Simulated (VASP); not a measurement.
# Pt (P6_3/mmc) in VASP: notebook

Pt is run at these levels: LDA; tasks: single point.

All numbers are computed with VASP 6.6.1; they aren't measurements. Logs are shortened: lines on timing, memory, paths and dates and some standing lists are left out, and cuts for length are marked.

**1. The cell of the first run**

It takes space group P6_3/mmc (No. 194, hexagonal). The conventional cell has a = 2.738 Å, b = 2.738 Å, c = 9.132 Å, α = 90.00°, β = 90.00°, γ = 120.00°. Within 3.6 Å of Pt (site symmetry -3m) lie 12 Pt at 2.74 to 2.78 Å. Pt (site symmetry -6m2) has 12 Pt at 2.74 to 2.78 Å within 3.6 Å.

This isn't the form of Pt at room conditions, which is fcc.

**2. Single point, LDA**

Input file INCAR:

```
SYSTEM = Pt
ALGO = Normal ; EDIFF = 1E-7
ENCUT = 520 ; GGA = CA
ISIF = 2 ; ISMEAR = -1
LASPH = .True. ; LCHARG = .False.
LREAL = .False. ; LWAVE = .False.
NBANDS = 28 ; NELM = 80
PREC = Accurate ; SIGMA = 0.1
```

Input file KPOINTS:

```
k-points
0
Gamma
  13 13 4
  0 0 0
```

Input file POSCAR:

```
Pt
1.0
    2.7375477193      0.0000000000      0.0000000000
   -1.3687738596      2.3707858689      0.0000000000
    0.0000000000      0.0000000000      9.1316270460
Pt
4
Direct
    0.0000000000      0.0000000000      0.0000000000
    0.0000000000      0.0000000000      0.5000000000
    0.3333333333      0.6666666667      0.2500000000
    0.6666666667      0.3333333333      0.7500000000
```

Potentials or basis: VASP PAW LDA potentials, release 64 (Pt).

On the command line:

```console
$ cat potpaw_LDA.64/Pt/POTCAR > POTCAR
$ mpirun -np 1 vasp_std > vasp.out
```

OUTCAR:

```text
SYSTEM = Pt
   EDIFF = 1E-7
   ENCUT = 520
   GGA = CA
   ISIF = 2
   ISMEAR = -1
   LASPH = .True.
   LREAL = .False.
   NELM = 80
   PREC = Accurate

 ion  position               nearest neighbor table
   1  0.000  0.000  0.000-   3 2.78   4 2.78   3 2.78   4 2.78   4 2.78   3 2.78
   2  0.000  0.000  0.500-   3 2.78   4 2.78   3 2.78   4 2.78   4 2.78   3 2.78
   3  0.333  0.667  0.250-   1 2.78   2 2.78   1 2.78   2 2.78   1 2.78   2 2.78
   4  0.667  0.333  0.750-   1 2.78   2 2.78   1 2.78   2 2.78   1 2.78   2 2.78

  LATTYP: Found a hexagonal cell.
 ALAT       =     2.7375477193
 C/A-ratio  =     3.3356960252

  Lattice vectors:

 A1 = (   2.7375477193,   0.0000000000,   0.0000000000)
 A2 = (  -1.3687738596,   2.3707858689,   0.0000000000)
 A3 = (   0.0000000000,   0.0000000000,   9.1316270460)

Analysis of symmetry for initial positions (statically):
=====================================================================
 Subroutine PRICEL returns:
 Original cell was already a primitive cell.

 Routine SETGRP: Setting up the symmetry group for a
 hexagonal supercell.

 Subroutine GETGRP returns: Found 24 space group operations
 (whereof 12 operations were pure point group operations)
 out of a pool of 24 trial point group operations.

The static configuration has the point symmetry D_3d.
 The point group associated with its full space group is D_6h.

Analysis of symmetry for dynamics (positions and initial velocities):
=====================================================================
 Subroutine PRICEL returns:
 Original cell was already a primitive cell.

 Routine SETGRP: Setting up the symmetry group for a
 hexagonal supercell.

 Subroutine GETGRP returns: Found 24 space group operations
 (whereof 12 operations were pure point group operations)
 out of a pool of 24 trial point group operations.

The dynamic configuration has the point symmetry D_3d.
 The point group associated with its full space group is D_6h.

 Subroutine INISYM returns: Found 24 space group operations
 (whereof 12 operations are pure point group operations),
 and found     1 'primitive' translations

----------------------------------------------------------------------------------------

                                     Primitive cell

  volume of cell :      59.2655

  direct lattice vectors                    reciprocal lattice vectors
     2.737547719  0.000000000  0.000000000     0.365290436  0.210900532  0.000000000
    -1.368773860  2.370785869  0.000000000     0.000000000  0.421801063  0.000000000
     0.000000000  0.000000000  9.131627046     0.000000000  0.000000000  0.109509510

  length of vectors
     2.737547719  2.737547719  9.131627046     0.421801063  0.421801063  0.109509510

  position of ions in fractional coordinates (direct lattice)
     0.000000000  0.000000000  0.000000000
     0.000000000  0.000000000  0.500000000
     0.333333333  0.666666667  0.250000000
     0.666666667  0.333333333  0.750000000

  ion indices of the primitive-cell ions
   primitive index   ion index
                 1           1
                 2           2
                 3           3
                 4           4

----------------------------------------------------------------------------------------

 KPOINTS: k-points

Automatic generation of k-mesh.
 Grid dimensions read from file:
 generate k-points for:   13   13    4

 Generating k-lattice:

  Cartesian coordinates                     Fractional coordinates (reciprocal lattice)
     0.028099264  0.016223118  0.000000000     0.076923077  0.000000000  0.000000000
     0.000000000  0.032446236  0.000000000     0.000000000  0.076923077  0.000000000
     0.000000000  0.000000000  0.027377377     0.000000000  0.000000000  0.250000000

  Length of vectors
     0.032446236  0.032446236  0.027377377

  Shift w.r.t. Gamma in fractional coordinates (k-lattice)
     0.000000000  0.000000000  0.000000000

 Subroutine IBZKPT returns following result:
 ===========================================

 Found     63 irreducible k-points:

 Following reciprocal coordinates:
            Coordinates               Weight
  0.000000  0.000000  0.000000      1.000000
  0.076923  0.000000  0.000000      6.000000
  0.153846  0.000000  0.000000      6.000000
  0.230769  0.000000  0.000000      6.000000
  0.307692  0.000000  0.000000      6.000000
  0.384615  0.000000  0.000000      6.000000
[... 16 lines left out ...]
  0.076923  0.000000  0.250000     12.000000
  0.153846  0.000000  0.250000     12.000000
 [... further k-points ...]
   k-points           NKPTS =     63   k-points in BZ     NKDIM =     63   number of bands    NBANDS=     28
   number of dos      NEDOS =    301   number of ions     NIONS =      4
   total plane-waves  NPLWV =  28000
   dimension x,y,z NGX =    20 NGY =   20 NGZ =   70
   dimension x,y,z NGXF=    40 NGYF=   40 NGZF=  140
   ions per type =               4
   NGX,Y,Z   is equivalent  to a cutoff of  12.15, 12.15, 12.74 a.u.
   NGXF,Y,Z  is equivalent  to a cutoff of  24.29, 24.29, 25.49 a.u.
 SYSTEM =  Pt
   PREC   = accura    normal or accurate (medium, high low for compatibility)
   ISTART =      0    job   : 0-new  1-cont  2-samecut
   ICHARG =      2    charge: 1-file 2-atom 10-const
   ISPIN  =      1    spin polarized calculation?
   LNONCOLLINEAR =      F non collinear calculations
   LSORBIT =      F    spin-orbit coupling
   LASPH  =      T    aspherical Exc in radial PAW
   ENCUT  =  520.0 eV  38.22 Ry    6.18 a.u.   5.09  5.09 16.98*2*pi/ulx,y,z
   NELM   =     80;   NELMIN=  2; NELMDL= -5     # of ELM steps
   EDIFF  = 0.1E-06   stopping-criterion for ELM
   LREAL  =      F    real-space projection
   EDIFFG = 0.1E-05   stopping-criterion for IOM
   NSW    =      0    number of steps for IOM
   IBRION =     -1    ionic relax: 0-MD 1-quasi-New 2-CG
   NFREE  =      0    steps in history (QN), initial steepest desc. (CG)
   ISIF   =      2    stress and relaxation
   ISYM   =      2    0-nonsym 1-usesym 2-fastsym
   POTIM  = 0.5000    time-step for ionic-motion
   TEBEG  =    0.0;   TEEND  =   0.0 temperature during run
   PSTRESS=    0.0 pullay stress
   NELECT =      40.0000    total number of electrons
   NUPDOWN=      -1.0000    fix difference up-down
   EMIN   =  10.00;   EMAX   =-10.00  energy-range for DOS
   EFERMI =   0.00;   METHOD = LEGACY
   ISMEAR =    -1;   SIGMA  =   0.10  broadening in eV -4-tet -1-fermi 0-gaus
   EFERMI_NEDOS =   21; number of points for ismear=-14 and -15
   IALGO  =     38    algorithm
   IMIX   =      4    mixing-type and parameters
     AMIX     =   0.40;   BMIX     =  1.00
     AMIX_MAG =   1.60;   BMIX_MAG =  1.00
  volume/ion in A,a.u.               =      14.82        99.99
  Fermi-wavevector in a.u.,A,eV,Ry     =   1.436021  2.713686 28.057336  2.062156
  Thomas-Fermi vector in A             =   2.555255
   LORBIT       =      0    0 simple, 1 ext, 2 COOP (PROOUT), +10 PAW based schemes
   GGA     = CA    functional components
   LHFCALC =     F    Hartree Fock is set to
   AEXX    =    0.0000 exact exchange contribution
   IVDW    =     0    specifies the selected vdW correction
   LEPSILON=     F    determine dielectric tensor
   LRPA    =     F    only Hartree local field effects (RPA)
 non-spin polarized calculation
  energy-cutoff  :      520.00
  volume of cell :       59.27
 maximum number of plane-waves:      1611
   NGX = 11   NGY = 11   NGZ = 33

 number of electron      40.0000003 magnetization

 Free energy of the ion-electron system (eV)
  ---------------------------------------------------
  ext. energy  EPLUGINS =         0.00000000
  ---------------------------------------------------
  free energy    TOTEN  =       -29.99319463 eV

  energy without entropy =      -29.76938494  energy(sigma->0) =      -29.88128978

 E-fermi :  11.4981     XC(G=0): -13.7896

 val. band max:       11.4960880894   @ k =   0.3077   0.0000   0.2500
 cond. band min:      11.5080205324   @ k =   0.4615   0.0769   0.2500
 fundamental gap:      0.0119324430
 Fermi energy:        11.4981479782

 k-point     1 :       0.0000    0.0000    0.0000
  band No.  band energies     occupation
      1       1.0411      2.00000
      2       3.0249      2.00000
      3       3.0298      2.00000
      4       3.8742      2.00000
      5       7.1349      2.00000
      6       7.1869      2.00000
[... 20 lines left out ...]
     27      24.8298      0.00000
     28      25.9498      0.00000

 k-point     2 :       0.0769    0.0000    0.0000
  band No.  band energies     occupation
      1       1.2606      2.00000
      2       3.2350      2.00000
      3       3.2398      2.00000
      4       4.0721      2.00000
      5       6.9079      2.00000
      6       7.0627      2.00000
[... 20 lines left out ...]
     27      24.8952      0.00000
     28      26.3043      0.00000

 k-point     3 :       0.1538    0.0000    0.0000
  band No.  band energies     occupation
      1       1.8863      2.00000
      2       3.7913      2.00000
      3       3.7959      2.00000
      4       4.5924      2.00000
      5       6.4847      2.00000
      6       6.7639      2.00000
[... 20 lines left out ...]
     27      24.9984      0.00000
     28      27.1452      0.00000

 k-point     4 :       0.2308    0.0000    0.0000
  band No.  band energies     occupation
      1       2.7975      2.00000
      2       4.3802      2.00000
      3       4.3842      2.00000
      4       5.1100      2.00000
      5       6.1555      2.00000
      6       6.3866      2.00000
[... 578 lines left out ...]
     27      25.4957      0.00000
     28      26.1559      0.00000

 k-point    23 :       0.0769    0.0000    0.2500
  band No.  band energies     occupation
      1       1.4124      2.00000
      2       2.5079      2.00000
      3       3.7884      2.00000
      4       4.0714      2.00000
      5       6.9625      2.00000
      6       7.2525      2.00000
[... 20 lines left out ...]
     27      25.7898      0.00000
     28      26.5008      0.00000

 k-point    24 :       0.1538    0.0000    0.2500
  band No.  band energies     occupation
      1       2.0289      2.00000
      2       3.0720      2.00000
      3       4.3581      2.00000
      4       4.6024      2.00000
      5       6.6565      2.00000
      6       6.7582      2.00000
[... 20 lines left out ...]
     27      26.2347      0.00000
     28      27.2034      0.00000

 [... further k-points ...]

------------------------ aborting loop because EDIFF is reached ----------------------------------------

  FORCE on cell =-STRESS in cart. coord.  units (eV):
  Direction    XX          YY          ZZ          XY          YZ          ZX
  --------------------------------------------------------------------------------------
  -------------------------------------------------------------------------------------
  Total        0.2997132      0.2997132      0.2242461      0.0000000      0.0000000      0.0000000
  in kB        8.1024114      8.1024114      6.0622416      0.0000000      0.0000000      0.0000000
  external PRESSURE =       7.4223548 kB  Pullay stress =       0.0000000 kB

 VOLUME and BASIS-vectors are now :
 -----------------------------------------------------------------------------
  energy-cutoff  :      520.00
  volume of cell :       59.27
      direct lattice vectors                 reciprocal lattice vectors
     2.737547719  0.000000000  0.000000000     0.365290436  0.210900532  0.000000000
    -1.368773860  2.370785869  0.000000000     0.000000000  0.421801063  0.000000000
     0.000000000  0.000000000  9.131627046     0.000000000  0.000000000  0.109509510

 POSITION                                       TOTAL-FORCE (eV/Angst)
 -----------------------------------------------------------------------------------
      0.00000      0.00000      0.00000         0.000000      0.000000      0.000000
      0.00000      0.00000      4.56581         0.000000      0.000000      0.000000
     -0.00000      1.58052      2.28291        -0.000000      0.000000      0.000000
      1.36877      0.79026      6.84872         0.000000     -0.000000     -0.000000
 -----------------------------------------------------------------------------------
    total drift:                                0.000000     -0.000000      0.000000

  FREE ENERGIE OF THE ION-ELECTRON SYSTEM (eV)
  ---------------------------------------------------
  free  energy   TOTEN  =       -29.9931946274 eV

  energy  without entropy=      -29.7693849357  energy(sigma->0) =      -29.88128978
```

Wall time 2.4 min (1 thread of Intel Xeon 8259CL, shared host); peak memory 0.2 GiB.

What came out:

| Item | Value |
| --- | --- |
| Free energy | -29.9932 eV |
| Pressure | 0.7 GPa |
| Band gap on the k mesh | zero (bands 20 and 21 overlap by 1.38 eV) |

Stress tensor (GPa, compression positive):
```
0.81 0.00 0.00
0.00 0.81 0.00
0.00 0.00 0.61
```

Caveat: spin-orbit coupling is left out, which moves the levels of the heavy elements.

**3. Single point, LDA (13.04 Å³/atom)**

This run uses another cell than the first one, of 13.04 Å³/atom.

Input file INCAR:

```
ALGO = Normal
EDIFF = 1E-6
ENCUT = 520
GGA = CA
ISIF = 2
ISMEAR = -1
LASPH = True
LCHARG = False
LREAL = False
LWAVE = False
NBANDS = 28
NELM = 60
PREC = Accurate
SIGMA = 0.1
```

Input file KPOINTS:

```
k-points
0
Gamma
  17 17 5
```

Input file POSCAR:

```
Pt
1.0
    2.6233481003      0.0000000000      0.0000000000
   -1.3116740502      2.2718860979      0.0000000000
    0.0000000000      0.0000000000      8.7506918311
Pt
4
Direct
    0.0000000000      0.0000000000      0.0000000000
    0.0000000000      0.0000000000      0.5000000000
    0.3333333333      0.6666666667      0.2500000000
    0.6666666667      0.3333333333      0.7500000000
```

Potentials or basis: VASP PAW LDA potentials, release 64 (Pt).

On the command line:

```console
$ cat potpaw_LDA.64/Pt/POTCAR > POTCAR
$ mpirun -np 1 vasp_std > vasp.out
```

Wall time 3.4 min (1 thread of Intel Xeon 8259CL, shared host); peak memory 0.23 GiB.

The run converged. Its results:

* Free energy: -28.9015 eV
* Pressure: 55.7 GPa
* Band gap on the k mesh: zero (bands 20 and 21 overlap by 1.75 eV)

Stress tensor (GPa, compression positive):
```
56.30  0.00  0.00
 0.00 56.30  0.00
 0.00  0.00 54.43
```

Levels at points of the mesh, in eV from the Fermi level:
| k point | band 16 | band 17 | band 18 | band 19 | band 20 | band 21 | band 22 | band 23 | band 24 | band 25 |
| --- | --- | --- | --- | --- | --- | --- | --- | --- | --- | --- |
| (0.00, 0.00, 0.00) | -2.54 | -2.54 | -1.78 | -1.78 | -1.31 | -1.16 | -1.16 | -0.14 | -0.14 | 6.66 |

Caveat: the cell stands under pressure; spin-orbit coupling is left out, which moves the levels of the heavy elements.

**4. Single point, LDA (13.63 Å³/atom)**

This run uses another cell than the first one, of 13.63 Å³/atom.

Input file INCAR:

```
SYSTEM = Pt
ALGO     = Normal         ! electronic algorithm
EDIFF    = 1E-6           ! SCF threshold, eV
ENCUT    = 520            ! plane-wave cutoff, eV
ISIF     = 2              ! what is computed and relaxed
ISMEAR   = -1             ! smearing method
LASPH    = .True.         ! aspherical terms in the spheres
LCHARG   = .False.        ! write CHGCAR
LREAL    = .False.        ! projectors in reciprocal space
LWAVE    = .False.        ! write WAVECAR
NBANDS   = 28             ! bands
NELM     = 60             ! most SCF steps
PREC     = Accurate       ! precision mode
SIGMA    = 0.1            ! smearing width, eV
```

Input file KPOINTS:

```
k-points
0
Gamma
  17 17 5
  0 0 0
```

Input file POSCAR:

```
Pt
1.0
    2.6625083230      0.0000000000      0.0000000000
   -1.3312541615      2.3057998455      0.0000000000
    0.0000000000      0.0000000000      8.8813184301
Pt
4
Direct
    0.0000000000      0.0000000000      0.0000000000
    0.0000000000      0.0000000000      0.5000000000
    0.3333333333      0.6666666667      0.2500000000
    0.6666666667      0.3333333333      0.7500000000
```

Potentials or basis: VASP PAW LDA potentials, release 64 (Pt).

On the command line:

```console
$ cat potpaw_LDA.64/Pt/POTCAR > POTCAR
$ mpirun -np 1 vasp_std > vasp.out
```

OUTCAR:

```text
SYSTEM = Pt
   EDIFF = 1E-6
   ENCUT = 520
   ISIF = 2
   ISMEAR = -1
   LASPH = .True.
   LREAL = .False.
   NELM = 60
   PREC = Accurate

 ion  position               nearest neighbor table
   1  0.000  0.000  0.000-   3 2.70   4 2.70   3 2.70   4 2.70   4 2.70   3 2.70
   2  0.000  0.000  0.500-   3 2.70   4 2.70   3 2.70   4 2.70   4 2.70   3 2.70
   3  0.333  0.667  0.250-   1 2.70   2 2.70   1 2.70   2 2.70   1 2.70   2 2.70
   4  0.667  0.333  0.750-   1 2.70   2 2.70   1 2.70   2 2.70   1 2.70   2 2.70

  LATTYP: Found a hexagonal cell.
 ALAT       =     2.6625083230
[... 945 lines left out ...]
  --------------------------------------------------------------------------------------
  -------------------------------------------------------------------------------------
  Total       11.2191150     11.2191150     10.8481658      0.0000000      0.0000000      0.0000000
  in kB      329.6697963    329.6697963    318.7695823      0.0000000      0.0000000      0.0000000
  external PRESSURE =     326.0363917 kB  Pullay stress =       0.0000000 kB

 VOLUME and BASIS-vectors are now :
 -----------------------------------------------------------------------------
  energy-cutoff  :      520.00
  volume of cell :       54.52
      direct lattice vectors                 reciprocal lattice vectors
     2.662508323  0.000000000  0.000000000     0.375585680  0.216844494  0.000000000
    -1.331254161  2.305799846  0.000000000     0.000000000  0.433688987  0.000000000
     0.000000000  0.000000000  8.881318430     0.000000000  0.000000000  0.112595895

 POSITION                                       TOTAL-FORCE (eV/Angst)
 -----------------------------------------------------------------------------------
      0.00000      0.00000      0.00000        -0.000000     -0.000000      0.000000
      0.00000      0.00000      4.44066         0.000000     -0.000000      0.000000
     -0.00000      1.53720      2.22033        -0.000000      0.000000     -0.000000
      1.33125      0.76860      6.66099         0.000000      0.000000      0.000000
 -----------------------------------------------------------------------------------
    total drift:                                0.000000     -0.000000      0.000000

  FREE ENERGIE OF THE ION-ELECTRON SYSTEM (eV)
  ---------------------------------------------------
  free  energy   TOTEN  =       -29.5498594769 eV

  energy  without entropy=      -29.3604034895  energy(sigma->0) =      -29.45513148
```

OSZICAR:

```text
N       E                     dE             d eps       ncg     rms          rms(c)
DAV:   1     0.255331130870E+03    0.25533E+03   -0.20747E+04  5584   0.139E+03
DAV:   2    -0.234251489641E+02   -0.27876E+03   -0.26684E+03  6104   0.320E+02
DAV:   3    -0.311371932287E+02   -0.77120E+01   -0.75807E+01  6332   0.527E+01
DAV:   4    -0.311949605359E+02   -0.57767E-01   -0.57728E-01  6112   0.471E+00
DAV:   5    -0.311954985362E+02   -0.53800E-03   -0.53799E-03  6192   0.489E-01    0.361E+01
DAV:   6    -0.298003085761E+02    0.13952E+01   -0.22095E+00  6024   0.105E+01    0.190E+01
DAV:   7    -0.295956476435E+02    0.20466E+00   -0.86895E-01  6132   0.637E+00    0.385E+00
DAV:   8    -0.296156785340E+02   -0.20031E-01   -0.82375E-01  5864   0.614E+00    0.327E+00
DAV:   9    -0.295501240119E+02    0.65555E-01   -0.28089E-01  5856   0.384E+00    0.871E-01
DAV:  10    -0.295498692379E+02    0.25477E-03   -0.51548E-03  6068   0.467E-01    0.168E-01
DAV:  11    -0.295498492344E+02    0.20004E-04   -0.16153E-04  6016   0.888E-02    0.408E-02
DAV:  12    -0.295498598053E+02   -0.10571E-04   -0.11602E-05  6160   0.262E-02    0.113E-02
DAV:  13    -0.295498594769E+02    0.32839E-06   -0.14193E-06  3348   0.886E-03
   1 F= -.29549859E+02 E0= -.29455131E+02  d E =-.189456E+00
```

stdout:

```text
POSCAR found type information on POSCAR Pt
 POSCAR found :  1 types and       4 ions
 scaLAPACK will be used
 LDA part: xc-table for (Slater(with rela. corr.)+CA(PZ))
 , standard interpolation
 POSCAR, INCAR and KPOINTS ok, starting setup
 FFT: planning ... GRIDC
 FFT: planning ... GRID_SOFT
 FFT: planning ... GRID
 WAVECAR not read
 entering main loop
```

Run time: 3.4 min. Hardware: 1 thread of Intel Xeon 8259CL, shared host; peak memory 0.23 GiB.

Results:

| Quantity | Value |
| --- | --- |
| Free energy | -29.5499 eV |
| Pressure | 32.6 GPa |
| Band gap on the k mesh | zero (bands 20 and 21 overlap by 1.62 eV) |

Caveat: the cell stands under pressure; spin-orbit coupling is left out, which moves the levels of the heavy elements.

(Continued in part 2 of 2.)
